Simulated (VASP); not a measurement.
# C (Fddd) in VASP: notebook

C is run at these levels: LDA; tasks: single point.

Everything below comes from runs of VASP 6.6.1. Logs are shortened: lines on timing, memory, paths and dates and some standing lists are left out, and cuts for length are marked.

## 1. The cell of the first run

It takes space group Fddd (No. 70, orthorhombic). The conventional cell has a = 3.399 Å, b = 3.532 Å, c = 3.664 Å, α = 90.00°, β = 90.00°, γ = 90.00°. C (site symmetry 222) has 4 C at 1.53 Å within 2.0 Å.

## 2. Single point, LDA

The input, INCAR:

```
SYSTEM = C
ALGO = Normal
EDIFF = 1E-6
ENCUT = 520
ISIF = 2
ISMEAR = 0
LASPH = .TRUE.
LCHARG = .FALSE.
LREAL = .FALSE.
LWAVE = .FALSE.
NBANDS = 11
NELM = 80
PREC = Accurate
SIGMA = 0.05
```

The input, KPOINTS:

```
k-points
0
G
  12 12 12
  0 0 0
```

The input, POSCAR:

```
C
1.0
    0.0000000000      1.8319864856      1.7657701066
    1.6995537276      0.0000000000      1.7657701066
    1.6995537276      1.8319864856      0.0000000000
C
2
Direct
    0.5000000000      0.5000000000      0.5000000000
    0.7500000000      0.7500000000      0.7500000000
```

Potentials or basis: VASP PAW LDA potentials, release 64 (C).

Started as:

```bash
cat potpaw_LDA.64/C/POTCAR > POTCAR
mpirun -np 1 vasp_std > vasp.out
```

OUTCAR:

```text
SYSTEM = C
   EDIFF = 1E-6
   ENCUT = 520
   ISIF = 2
   ISMEAR = 0
   LASPH = .TRUE.
   LREAL = .FALSE.
   NELM = 80
   PREC = Accurate

 ion  position               nearest neighbor table
   1  0.500  0.500  0.500-   2 1.53   2 1.53   2 1.53   2 1.53
   2  0.750  0.750  0.750-   1 1.53   1 1.53   1 1.53   1 1.53

  LATTYP: Found a face centered orthorhombic cell.
 ALAT       =     3.3991074552
 B/A-ratio  =     1.0389610390
 C/A-ratio  =     1.0779220779

  Lattice vectors:

 A1 = (   0.0000000000,   1.8319864856,  -1.7657701066)
 A2 = (   1.6995537276,   1.8319864856,   0.0000000000)
 A3 = (   1.6995537276,   0.0000000000,  -1.7657701066)

Analysis of symmetry for initial positions (statically):
=====================================================================
 Subroutine PRICEL returns:
 Original cell was already a primitive cell.

 Routine SETGRP: Setting up the symmetry group for a
 face centered orthorhombic supercell.

 Subroutine GETGRP returns: Found  8 space group operations
 (whereof  4 operations were pure point group operations)
 out of a pool of  8 trial point group operations.

The static configuration has the point symmetry D_2 .
 The point group associated with its full space group is D_2h.

Analysis of symmetry for dynamics (positions and initial velocities):
=====================================================================
 Subroutine PRICEL returns:
 Original cell was already a primitive cell.

 Routine SETGRP: Setting up the symmetry group for a
 face centered orthorhombic supercell.

 Subroutine GETGRP returns: Found  8 space group operations
 (whereof  4 operations were pure point group operations)
 out of a pool of  8 trial point group operations.

The dynamic configuration has the point symmetry D_2 .
 The point group associated with its full space group is D_2h.

 Subroutine INISYM returns: Found  8 space group operations
 (whereof  4 operations are pure point group operations),
 and found     1 'primitive' translations

----------------------------------------------------------------------------------------

                                     Primitive cell

  volume of cell :      10.9957

  direct lattice vectors                    reciprocal lattice vectors
     0.000000000  1.831986486  1.765770107    -0.294194877  0.272927778  0.283162569
     1.699553728  0.000000000  1.765770107     0.294194877 -0.272927778  0.283162569
     1.699553728  1.831986486  0.000000000     0.294194877  0.272927778 -0.283162569

[... 85 lines left out ...]
   EDIFFG = 0.1E-04   stopping-criterion for IOM
   NSW    =      0    number of steps for IOM
   IBRION =     -1    ionic relax: 0-MD 1-quasi-New 2-CG
   NFREE  =      0    steps in history (QN), initial steepest desc. (CG)
   ISIF   =      2    stress and relaxation
   ISYM   =      2    0-nonsym 1-usesym 2-fastsym
   POTIM  = 0.5000    time-step for ionic-motion
   TEBEG  =    0.0;   TEEND  =   0.0 temperature during run
   PSTRESS=    0.0 pullay stress
   NELECT =       8.0000    total number of electrons
   NUPDOWN=      -1.0000    fix difference up-down
   EMIN   =  10.00;   EMAX   =-10.00  energy-range for DOS
   EFERMI =   0.00;   METHOD = LEGACY
   ISMEAR =     0;   SIGMA  =   0.05  broadening in eV -4-tet -1-fermi 0-gaus
   EFERMI_NEDOS =   21; number of points for ismear=-14 and -15
   IALGO  =     38    algorithm
   IMIX   =      4    mixing-type and parameters
     AMIX     =   0.40;   BMIX     =  1.00
     AMIX_MAG =   1.60;   BMIX_MAG =  1.00
  volume/ion in A,a.u.               =       5.50        37.10
  Fermi-wavevector in a.u.,A,eV,Ry     =   1.472418  2.782466 29.497623  2.168014
  Thomas-Fermi vector in A             =   2.587435
   LORBIT       =      0    0 simple, 1 ext, 2 COOP (PROOUT), +10 PAW based schemes
   GGA     = CA    functional components
   LHFCALC =     F    Hartree Fock is set to
   AEXX    =    0.0000 exact exchange contribution
   IVDW    =     0    specifies the selected vdW correction
   LEPSILON=     F    determine dielectric tensor
   LRPA    =     F    only Hartree local field effects (RPA)
 non-spin polarized calculation
 Gauss-broadening in eV      SIGMA  =   0.05
  energy-cutoff  :      520.00
  volume of cell :       11.00
 maximum number of plane-waves:       307
   NGX =  9   NGY =  9   NGZ =  9

 number of electron       8.0000000 magnetization

 Free energy of the ion-electron system (eV)
  ---------------------------------------------------
  ext. energy  EPLUGINS =         0.00000000
  ---------------------------------------------------
  free energy    TOTEN  =       -20.15287682 eV

  energy without entropy =      -20.15287682  energy(sigma->0) =      -20.15287682

 E-fermi :  10.9639     XC(G=0): -13.6552

 val. band max:       10.7489740208   @ k =   0.0000   0.0000   0.0000
 cond. band min:      13.5265290411   @ k =   0.0000   0.3333   0.3333
 fundamental gap:      2.7775550203
 Fermi energy:        10.9638803565

 k-point     1 :       0.0000    0.0000    0.0000
  band No.  band energies     occupation
      1     -11.5469      2.00000
      2       9.5928      2.00000
      3      10.2328      2.00000
      4      10.7490      2.00000
      5      15.3981      0.00000
      6      15.8697      0.00000
      7      16.3226      0.00000
      8      24.3995      0.00000
      9      29.6571      0.00000
     10      35.1809      0.00000
     11      35.9274      0.00000
[... 309 lines left out ...]
 k-point    24 :      -0.4167    0.1667   -0.0000
  band No.  band energies     occupation
      1      -5.1203      2.00000
      2      -2.5986      2.00000
      3       4.5668      2.00000
      4       6.5586      2.00000
      5      17.7828      0.00000
      6      19.9053      0.00000
      7      22.4931      0.00000
      8      25.7778      0.00000
      9      29.6204      0.00000
     10      34.9050      0.00000
     11      34.9613      0.00000

 [... further k-points ...]
[... 5 lines left out ...]
  --------------------------------------------------------------------------------------
  -------------------------------------------------------------------------------------
  Total        2.5412662     -2.3680451      0.3256767      0.0000000      0.0000000      0.0000000
  in kB      370.2878177   -345.0477781     47.4543352      0.0000000      0.0000000      0.0000000
  external PRESSURE =      24.2314583 kB  Pullay stress =       0.0000000 kB

 VOLUME and BASIS-vectors are now :
 -----------------------------------------------------------------------------
  energy-cutoff  :      520.00
  volume of cell :       11.00
      direct lattice vectors                 reciprocal lattice vectors
     0.000000000  1.831986486  1.765770107    -0.294194877  0.272927778  0.283162569
     1.699553728  0.000000000  1.765770107     0.294194877 -0.272927778  0.283162569
     1.699553728  1.831986486  0.000000000     0.294194877  0.272927778 -0.283162569

 POSITION                                       TOTAL-FORCE (eV/Angst)
 -----------------------------------------------------------------------------------
      1.69955      1.83199      1.76577        -0.000000     -0.000000     -0.000000
      2.54933      2.74798      2.64866         0.000000      0.000000      0.000000
 -----------------------------------------------------------------------------------
    total drift:                                0.000000     -0.000000      0.000000

  FREE ENERGIE OF THE ION-ELECTRON SYSTEM (eV)
  ---------------------------------------------------
  free  energy   TOTEN  =       -20.1528768228 eV

  energy  without entropy=      -20.1528768228  energy(sigma->0) =      -20.15287682
```

stdout:

```text
POSCAR found type information on POSCAR C
 POSCAR found :  1 types and       2 ions
 scaLAPACK will be used
 LDA part: xc-table for (Slater(with rela. corr.)+CA(PZ))
 , standard interpolation
 POSCAR, INCAR and KPOINTS ok, starting setup
 FFT: planning ... GRIDC
 FFT: planning ... GRID_SOFT
 FFT: planning ... GRID
 WAVECAR not read
 entering main loop
```

Wall time 16 s (1 thread of Intel Xeon Platinum 8488C (Sapphire Rapids), shared host); peak memory 0.13 GiB.

What came out:

- Free energy: -20.1529 eV
- Pressure: 2.4 GPa
- Band gap on the k mesh: 2.78 eV, indirect (least direct gap 4.65 eV)

Levels at points of the mesh, in eV from the valence-band top:
| k point | band 2 | band 3 | band 4 | band 5 | band 6 | band 7 |
| --- | --- | --- | --- | --- | --- | --- |
| (0.00, 0.00, 0.00) | -1.16 | -0.52 | 0.00 | 4.65 | 5.12 | 5.57 |
| (0.50, 0.00, 0.00) | -14.25 | -4.02 | -2.83 | 7.04 | 8.00 | 9.73 |
| (0.50, 0.50, 0.00) | -13.39 | -6.99 | -6.99 | 4.27 | 4.27 | 16.26 |
| (0.50, 0.00, 0.50) | -13.97 | -6.44 | -6.44 | 5.14 | 5.14 | 16.25 |
| (0.00, 0.50, 0.50) | -12.76 | -7.58 | -7.58 | 3.34 | 3.34 | 16.63 |

Caveat: the cell differs from its parent crystal (strain +e along x and -e along y -0.0375, strain +e along z and -e/2 along x and y +0.0000).

[end of part 1 of 2]
